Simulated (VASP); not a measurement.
# Ti2Al6H in VASP: further runs

Ti2Al6H is run at these levels: PBE+D3(BJ); tasks: single point.

All numbers are computed with VASP 6.6.1; they aren't measurements. Logs are shortened: lines on timing, memory, paths and dates and some standing lists are left out, and cuts for length are marked.

## Step 1: The cell of the first run

The cell holds a slab with vacuum, 9 atoms: a = 5.024 Å, b = 5.024 Å, c = 21.219 Å, α = 90.00°, β = 90.00°, γ = 64.55°.

## Step 2: Single point, PBE+D3(BJ)

INCAR reads:

```
  PREC = Accurate
  ENCUT = 520
  EDIFF = 1E-6
  ISMEAR = 0
  SIGMA = 0.1
  LREAL = False
  LASPH = True
  NELM = 80
  ALGO = Normal
  ISIF = 2
  LWAVE = False
  LCHARG = False
  LDIPOL = True
  IDIPOL = 3
  DIPOL = 0.5 0.5 0.312
  GGA = PE
  IVDW = 12
  NBANDS = 32
```

KPOINTS reads:

```
Automatic mesh
0
Gamma
  6 6 1
```

POSCAR reads:

```
Ti2Al6H
1.0
    5.0241861190      0.0000000000      0.0000000000
    2.1588814530      4.5367033218      0.0000000000
    0.0000000000      0.0000000000     21.2187109014
Al Ti H
6 2 1
Direct
    0.5000000000      0.0000000000      0.1885128658
    0.0000000000      0.5000000000      0.1885128658
    0.0000000000      0.0000000000      0.2517328341
    0.0000000000      0.5000000000      0.3193548961
    0.5000000000      0.0000000000      0.3193548961
    0.5000000000      0.5000000000      0.3826203646
    0.5000000000      0.5000000000      0.2517328341
    0.0000000000      0.0000000000      0.3797002555
    0.5000000000      0.6666666667      0.5287178356
```

Potentials or basis: VASP PAW PBE potentials, release 64 (Al, Ti_sv, H).

The run is started by

```
$ cat potpaw_PBE.64/Al/POTCAR potpaw_PBE.64/Ti_sv/POTCAR potpaw_PBE.64/H/POTCAR > POTCAR
$ mpirun -np 1 vasp_std > vasp.out
```

OUTCAR:

```text
PREC = Accurate
   ENCUT = 520
   EDIFF = 1E-6
   ISMEAR = 0
   LREAL = False
   LASPH = True
   NELM = 80
   ISIF = 2
   GGA = PE
   IVDW = 12
 IVDW          = 12

 ion  position               nearest neighbor table
   1  0.500  0.000  0.189-   2 2.68   2 2.68   5 2.78   7 2.85   7 2.85   3 2.85   3 2.85
   2  0.000  0.500  0.189-   1 2.68   1 2.68   4 2.78   3 2.85   3 2.85   7 2.85   7 2.85
   3  0.000  0.000  0.252-   7 2.68   7 2.68   8 2.72   2 2.85   2 2.85   1 2.85   1 2.85   4 2.89
                             4 2.89   5 2.89   5 2.89
   4  0.000  0.500  0.319-   5 2.68   5 2.68   2 2.78   8 2.82   8 2.82   6 2.85   6 2.85   3 2.89
                             3 2.89   7 2.89   7 2.89
   5  0.500  0.000  0.319-   4 2.68   4 2.68   1 2.78   8 2.82   8 2.82   6 2.85   6 2.85   7 2.89
                             7 2.89   3 2.89   3 2.89
   6  0.500  0.500  0.383-   8 2.68   8 2.68   7 2.78   5 2.85   5 2.85   4 2.85   4 2.85
   7  0.500  0.500  0.252-   3 2.68   3 2.68   6 2.78   1 2.85   1 2.85   2 2.85   2 2.85   5 2.89
                             5 2.89   4 2.89   4 2.89
   8  0.000  0.000  0.380-   6 2.68   6 2.68   3 2.72   4 2.82   4 2.82   5 2.82   5 2.82
   9  0.500  0.667  0.529-

  LATTYP: Found a base centered orthorhombic cell.
 ALAT       =     5.3657849248
 B/A-ratio  =     1.5833231892
 C/A-ratio  =     3.9544467769

  Lattice vectors:

 A1 = (  -2.1588814530,  -4.5367033218,   0.0000000000)
 A2 = (   5.0241861190,   0.0000000000,   0.0000000000)
 A3 = (   0.0000000000,   0.0000000000,  21.2187109014)

Analysis of symmetry for initial positions (statically):
=====================================================================
 Subroutine PRICEL returns:
 Original cell was already a primitive cell.

 Routine SETGRP: Setting up the symmetry group for a
 base centered orthorhombic supercell.

 Subroutine GETGRP returns: Found  1 space group operations
 (whereof  1 operations were pure point group operations)
 out of a pool of  8 trial point group operations.

The static configuration has the point symmetry C_1 .

Analysis of symmetry for dynamics (positions and initial velocities):
=====================================================================
 Subroutine PRICEL returns:
 Original cell was already a primitive cell.

 Routine SETGRP: Setting up the symmetry group for a
 base centered orthorhombic supercell.

 Subroutine GETGRP returns: Found  1 space group operations
 (whereof  1 operations were pure point group operations)
 out of a pool of  8 trial point group operations.

The dynamic configuration has the point symmetry C_1 .

 Subroutine INISYM returns: Found  1 space group operations
 (whereof  1 operations are pure point group operations),
 and found     1 'primitive' translations

----------------------------------------------------------------------------------------

                                     Primitive cell

  volume of cell :     483.6432

  direct lattice vectors                    reciprocal lattice vectors
     5.024186119  0.000000000  0.000000000     0.199037212 -0.094715858  0.000000000
     2.158881453  4.536703322  0.000000000     0.000000000  0.220424376  0.000000000
     0.000000000  0.000000000 21.218710901     0.000000000  0.000000000  0.047128216

  length of vectors
     5.024186119  5.024186119 21.218710901     0.220424376  0.220424376  0.047128216

  position of ions in fractional coordinates (direct lattice)
     0.500000000  0.000000000  0.188512866
     1.000000000  0.500000000  0.188512866
     0.000000000  0.000000000  0.251732834
     1.000000000  0.500000000  0.319354896
     0.500000000  0.000000000  0.319354896
     0.500000000  0.500000000  0.382620365
     0.500000000  0.500000000  0.251732834
     0.000000000  0.000000000  0.379700255
     0.500000000  0.666666667  0.528717836

  ion indices of the primitive-cell ions
   primitive index   ion index
                 1           1
                 2           2
                 3           3
                 4           4
                 5           5
                 6           6
                 7           7
                 8           8
                 9           9

----------------------------------------------------------------------------------------

 KPOINTS: Automatic mesh

Automatic generation of k-mesh.
 Grid dimensions read from file:
 generate k-points for:    6    6    1

 Generating k-lattice:

  Cartesian coordinates                     Fractional coordinates (reciprocal lattice)
     0.033172869 -0.015785976  0.000000000     0.166666667 -0.000000000  0.000000000
     0.000000000  0.036737396  0.000000000     0.000000000  0.166666667  0.000000000
     0.000000000  0.000000000  0.047128216     0.000000000  0.000000000  1.000000000

  Length of vectors
     0.036737396  0.036737396  0.047128216

  Shift w.r.t. Gamma in fractional coordinates (k-lattice)
     0.000000000  0.000000000  0.000000000

 Subroutine IBZKPT returns following result:
 ===========================================

 Found     20 irreducible k-points:

 Following reciprocal coordinates:
            Coordinates               Weight
  0.000000  0.000000  0.000000      1.000000
  0.166667  0.000000  0.000000      2.000000
  0.000000 -0.166667  0.000000      2.000000
  0.333333  0.000000  0.000000      2.000000
  0.000000 -0.333333  0.000000      2.000000
  0.500000  0.000000  0.000000      1.000000
[... 12 lines left out ...]
 -0.333333  0.333333  0.000000      2.000000
  0.500000  0.500000  0.000000      1.000000
   k-points           NKPTS =     20   k-points in BZ     NKDIM =     20   number of bands    NBANDS=     32
   number of dos      NEDOS =    301   number of ions     NIONS =      9
   total plane-waves  NPLWV = 256000
   dimension x,y,z NGX =    40 NGY =   40 NGZ =  160
   dimension x,y,z NGXF=    80 NGYF=   80 NGZF=  320
   ions per type =               6   2   1
   NGX,Y,Z   is equivalent  to a cutoff of  13.24, 13.24, 12.54 a.u.
   NGXF,Y,Z  is equivalent  to a cutoff of  26.47, 26.47, 25.07 a.u.
 SYSTEM =  unknown system
   PREC   = accura    normal or accurate (medium, high low for compatibility)
   ISTART =      0    job   : 0-new  1-cont  2-samecut
   ICHARG =      2    charge: 1-file 2-atom 10-const
   ISPIN  =      1    spin polarized calculation?
   LNONCOLLINEAR =      F non collinear calculations
   LSORBIT =      F    spin-orbit coupling
   LASPH  =      T    aspherical Exc in radial PAW
   ENCUT  =  520.0 eV  38.22 Ry    6.18 a.u.   9.34  9.34 39.45*2*pi/ulx,y,z
   NELM   =     80;   NELMIN=  2; NELMDL= -5     # of ELM steps
   EDIFF  = 0.1E-05   stopping-criterion for ELM
   LREAL  =      F    real-space projection
   EDIFFG = 0.1E-04   stopping-criterion for IOM
   NSW    =      0    number of steps for IOM
   IBRION =     -1    ionic relax: 0-MD 1-quasi-New 2-CG
   NFREE  =      0    steps in history (QN), initial steepest desc. (CG)
   ISIF   =      2    stress and relaxation
   ISYM   =      2    0-nonsym 1-usesym 2-fastsym
   POTIM  = 0.5000    time-step for ionic-motion
   TEBEG  =    0.0;   TEEND  =   0.0 temperature during run
   PSTRESS=    0.0 pullay stress
   NELECT =      43.0000    total number of electrons
   NUPDOWN=      -1.0000    fix difference up-down
   EMIN   =  10.00;   EMAX   =-10.00  energy-range for DOS
   EFERMI =   0.00;   METHOD = LEGACY
   ISMEAR =     0;   SIGMA  =   0.10  broadening in eV -4-tet -1-fermi 0-gaus
   EFERMI_NEDOS =   21; number of points for ismear=-14 and -15
   IALGO  =     38    algorithm
   IMIX   =      4    mixing-type and parameters
     AMIX     =   0.40;   BMIX     =  1.00
     AMIX_MAG =   1.60;   BMIX_MAG =  1.00
  volume/ion in A,a.u.               =      53.74       362.64
  Fermi-wavevector in a.u.,A,eV,Ry     =   0.730672  1.380770  7.263905  0.533882
  Thomas-Fermi vector in A             =   1.822700
   LORBIT       =      0    0 simple, 1 ext, 2 COOP (PROOUT), +10 PAW based schemes
   GGA     = PE    functional components
   LHFCALC =     F    Hartree Fock is set to
   AEXX    =    0.0000 exact exchange contribution
   IVDW    =    12    specifies the selected vdW correction
   LEPSILON=     F    determine dielectric tensor
   LRPA    =     F    only Hartree local field effects (RPA)
 non-spin polarized calculation
 Gauss-broadening in eV      SIGMA  =   0.10
  energy-cutoff  :      520.00
  volume of cell :      483.64
 maximum number of plane-waves:     13072
 NGX is ok and might be reduce to    40
   NGX = 19   NGY = 19   NGZ = 79

 dipolmoment           0.000000      0.000000     -0.002057 electrons x Angstroem

 number of electron      43.0000009 magnetization

 dipolmoment           0.000000      0.000000      0.231245 electrons x Angstroem

 Free energy of the ion-electron system (eV)
  ---------------------------------------------------
  ext. energy  EPLUGINS =         0.00000000
  ---------------------------------------------------
  free energy    TOTEN  =       -37.03961705 eV

  energy without entropy =      -37.00548827  energy(sigma->0) =      -37.02255266

 E-fermi :  -1.3921     XC(G=0):  -4.0848

 val. band max:       -1.4274995193   @ k =   0.1667   0.0000   0.0000
 cond. band min:      -1.3892554709   @ k =  -0.1667  -0.3333   0.0000
 fundamental gap:      0.0382440485
 Fermi energy:        -1.3921157799

 k-point     1 :       0.0000    0.0000    0.0000
  band No.  band energies     occupation
      1     -58.3883      2.00000
      2     -57.9762      2.00000
      3     -34.8383      2.00000
      4     -34.6529      2.00000
      5     -34.5160      2.00000
      6     -34.3840      2.00000
[... 24 lines left out ...]
     31       1.1866      0.00000
     32       1.4446      0.00000
[... 634 lines left out ...]
      2     -57.9762      2.00000
      3     -34.8381      2.00000
      4     -34.6540      2.00000
      5     -34.5164      2.00000
      6     -34.3838      2.00000
[... 24 lines left out ...]
     31       1.8412      0.00000
     32       1.9390      0.00000

------------------------ aborting loop because EDIFF is reached ----------------------------------------

 vacuum level on the upper side and lower side of the slab       (xc-potential included)         0.725        -1.065

 Edisp (eV)   -2.02159

 E8    (eV) :    -0.9630

  FORCE on cell =-STRESS in cart. coord.  units (eV):
  Direction    XX          YY          ZZ          XY          YZ          ZX
  --------------------------------------------------------------------------------------
  -------------------------------------------------------------------------------------
  Total      -4.43052    -2.72940    -4.94683    -1.73793    -0.31282    -0.43154
  in kB     -14.67710    -9.04174   -16.38750    -5.75728    -1.03628    -1.42959
  external pressure =      -13.37 kB  Pullay stress =        0.00 kB

 VOLUME and BASIS-vectors are now :
 -----------------------------------------------------------------------------
  energy-cutoff  :      520.00
  volume of cell :      483.64
      direct lattice vectors                 reciprocal lattice vectors
     5.024186119  0.000000000  0.000000000     0.199037212 -0.094715858  0.000000000
     2.158881453  4.536703322  0.000000000     0.000000000  0.220424376  0.000000000
     0.000000000  0.000000000 21.218710901     0.000000000  0.000000000  0.047128216

 POSITION                                       TOTAL-FORCE (eV/Angst)
 -----------------------------------------------------------------------------------
      2.51209      0.00000      4.00000         0.006485     -0.054354      0.542253
      1.07944      2.26835      4.00000        -0.043286      0.020445      0.547254
      0.00000      0.00000      5.34145        -0.015507      0.012018     -0.545881
      1.07944      2.26835      6.77630         0.042460     -0.006088      0.001025
      2.51209      0.00000      6.77630         0.005087      0.027736     -0.044532
      3.59153      2.26835      8.11871         0.033418      0.063898      0.349420
      3.59153      2.26835      5.34145         0.029344      0.050575     -0.403326
      0.00000      0.00000      8.05675         0.095202     -0.033071      0.550698
      3.95135      3.02447     11.21871        -0.153203     -0.081160     -0.996910
 -----------------------------------------------------------------------------------
    total drift:                                0.000041      0.000012     -0.000201

  FREE ENERGIE OF THE ION-ELECTRON SYSTEM (eV)
  ---------------------------------------------------
  free  energy   TOTEN  =       -39.0612098167 eV

  energy  without entropy=      -39.0270810375  energy(sigma->0) =      -39.04414543

 vacuum level on the upper side and lower side of the slab         4.479         2.645
```

Run time: 6.6 min. Hardware: 1 thread of Intel Xeon 6975P-C (Granite Rapids), shared host; peak memory 0.69 GiB.

What came out:

```
Free energy                : -39.0612 eV
Largest force              : 1.012 eV/Å
Dispersion energy per atom : -0.225 eV
```

Forces on the atoms (eV/Å):
```
Al   0.006 -0.054  0.542
Al  -0.043  0.020  0.547
Al  -0.016  0.012 -0.546
Al   0.042 -0.006  0.001
Al   0.005  0.028 -0.045
Al   0.033  0.064  0.349
Ti   0.029  0.051 -0.403
Ti   0.095 -0.033  0.551
H   -0.153 -0.081 -0.997
```

Levels at points of the mesh, in eV from the Fermi level:
```csv
k point,band 18,band 19,band 20,band 21,band 22,band 23,band 24,band 25
"(0.00, 0.00, 0.00)",-1.13,-1.09,-1.06,-0.44,-0.30,-0.16,0.54,0.77
"(0.50, 0.00, 0.00)",-0.88,-0.63,-0.28,-0.09,0.16,0.26,0.78,0.91
"(0.00, 0.50, 0.00)",-0.86,-0.63,-0.28,-0.10,0.09,0.27,0.78,0.92
"(0.50, 0.50, 0.00)",-0.96,-0.38,-0.36,0.19,0.27,0.46,0.52,0.65
```

## Step 3: Single point, PBE+D3(BJ)

INCAR reads:

```
PREC = Accurate
ENCUT = 520
EDIFF = 1E-6
ISMEAR = 0
SIGMA = 0.1
LREAL = F
LASPH = T
NELM = 60
ALGO = Normal
ISIF = 2
LWAVE = F
LCHARG = F
LDIPOL = T
IDIPOL = 3
DIPOL = 0.5 0.5 0.312
GGA = PE
IVDW = 12
NBANDS = 32
```

KPOINTS is that of step 2.

Changes to POSCAR since step 2:

```diff
@@ -16,2 +16,2 @@
     0.0000000000      0.0000000000      0.3797002555
-    0.5000000000      0.6666666667      0.5287178356
+    0.6666666667      0.8333333333      0.5287178356
```

Potentials or basis: VASP PAW PBE potentials, release 64 (Al, Ti_sv, H).

The run is started by

```
$ cat potpaw_PBE.64/Al/POTCAR potpaw_PBE.64/Ti_sv/POTCAR potpaw_PBE.64/H/POTCAR > POTCAR
$ mpirun -np 1 vasp_std > vasp.out
```

OUTCAR:

```text
PREC = Accurate
   ENCUT = 520
   EDIFF = 1E-6
   ISMEAR = 0
   LREAL = F
   LASPH = T
   NELM = 60
   ISIF = 2
   GGA = PE
   IVDW = 12
 IVDW          = 12

 ion  position               nearest neighbor table
   1  0.500  0.000  0.189-   2 2.68   2 2.68   5 2.78   7 2.85   7 2.85   3 2.85   3 2.85
   2  0.000  0.500  0.189-   1 2.68   1 2.68   4 2.78   3 2.85   3 2.85   7 2.85   7 2.85
   3  0.000  0.000  0.252-   7 2.68   7 2.68   8 2.72   2 2.85   2 2.85   1 2.85   1 2.85   4 2.89
                             4 2.89   5 2.89   5 2.89
   4  0.000  0.500  0.319-   5 2.68   5 2.68   2 2.78   8 2.82   8 2.82   6 2.85   6 2.85   3 2.89
                             3 2.89   7 2.89   7 2.89
   5  0.500  0.000  0.319-   4 2.68   4 2.68   1 2.78   8 2.82   8 2.82   6 2.85   6 2.85   7 2.89
                             7 2.89   3 2.89   3 2.89
   6  0.500  0.500  0.383-   8 2.68   8 2.68   7 2.78   5 2.85   5 2.85   4 2.85   4 2.85
   7  0.500  0.500  0.252-   3 2.68   3 2.68   6 2.78   1 2.85   1 2.85   2 2.85   2 2.85   5 2.89
                             5 2.89   4 2.89   4 2.89
   8  0.000  0.000  0.380-   6 2.68   6 2.68   3 2.72   4 2.82   4 2.82   5 2.82   5 2.82
   9  0.667  0.833  0.529-

[... 907 lines left out ...]

 vacuum level on the upper side and lower side of the slab       (xc-potential included)         0.876        -1.154

 Edisp (eV)   -2.02142

 E8    (eV) :    -0.9628

  FORCE on cell =-STRESS in cart. coord.  units (eV):
  Direction    XX          YY          ZZ          XY          YZ          ZX
  --------------------------------------------------------------------------------------
  -------------------------------------------------------------------------------------
  Total      -5.13398    -3.10023    -3.27788    -1.96755     0.00453    -0.05134
  in kB     -17.00745   -10.27022   -10.85871    -6.51796     0.01500    -0.17007
  external pressure =      -12.71 kB  Pullay stress =        0.00 kB

 VOLUME and BASIS-vectors are now :
 -----------------------------------------------------------------------------
  energy-cutoff  :      520.00
  volume of cell :      483.64
      direct lattice vectors                 reciprocal lattice vectors
     5.024186119  0.000000000  0.000000000     0.199037212 -0.094715858  0.000000000
     2.158881453  4.536703322  0.000000000     0.000000000  0.220424376  0.000000000
     0.000000000  0.000000000 21.218710901     0.000000000  0.000000000  0.047128216

 POSITION                                       TOTAL-FORCE (eV/Angst)
 -----------------------------------------------------------------------------------
      2.51209      0.00000      4.00000         0.000923     -0.027199      0.492976
      1.07944      2.26835      4.00000        -0.023939      0.011728      0.503679
      0.00000      0.00000      5.34145         0.002745      0.005444     -0.577958
      1.07944      2.26835      6.77630         0.033388     -0.003415      0.004146
      2.51209      0.00000      6.77630         0.015909      0.028835     -0.068927
      3.59153      2.26835      8.11871         0.008541     -0.003737      0.209922
      3.59153      2.26835      5.34145         0.046808      0.028170     -0.492884
      0.00000      0.00000      8.05675        -0.100935     -0.060680      0.627241
      5.14853      3.78059     11.21871         0.016560      0.020855     -0.698194
 -----------------------------------------------------------------------------------
    total drift:                               -0.000037      0.000100     -0.000221

  FREE ENERGIE OF THE ION-ELECTRON SYSTEM (eV)
  ---------------------------------------------------
  free  energy   TOTEN  =       -38.8756221396 eV

  energy  without entropy=      -38.8384858425  energy(sigma->0) =      -38.85705399

 vacuum level on the upper side and lower side of the slab         4.660         2.576
```

stdout:

```text
POSCAR found type information on POSCAR AlTiH
 POSCAR found :  3 types and       9 ions
 scaLAPACK will be used
 LDA part: xc-table for (Slater+PW92), standard interpolation
 POSCAR, INCAR and KPOINTS ok, starting setup
 FFT: planning ... GRIDC
 FFT: planning ... GRID_SOFT
 FFT: planning ... GRID
 WAVECAR not read
 entering main loop
```

It took 7.4 min on 1 thread of Intel Xeon 6975P-C (Granite Rapids), shared host; peak memory 0.68 GiB.

Results:

```
Free energy                : -38.8756 eV
Largest force              : 0.699 eV/Å
Dispersion energy per atom : -0.225 eV
```

Forces on the atoms (eV/Å):
```
Al   0.001 -0.027  0.493
Al  -0.024  0.012  0.504
Al   0.003  0.005 -0.578
Al   0.033 -0.003  0.004
Al   0.016  0.029 -0.069
Al   0.009 -0.004  0.210
Ti   0.047  0.028 -0.493
Ti  -0.101 -0.061  0.627
H    0.017  0.021 -0.698
```

(Continued in part 2 of 2.)
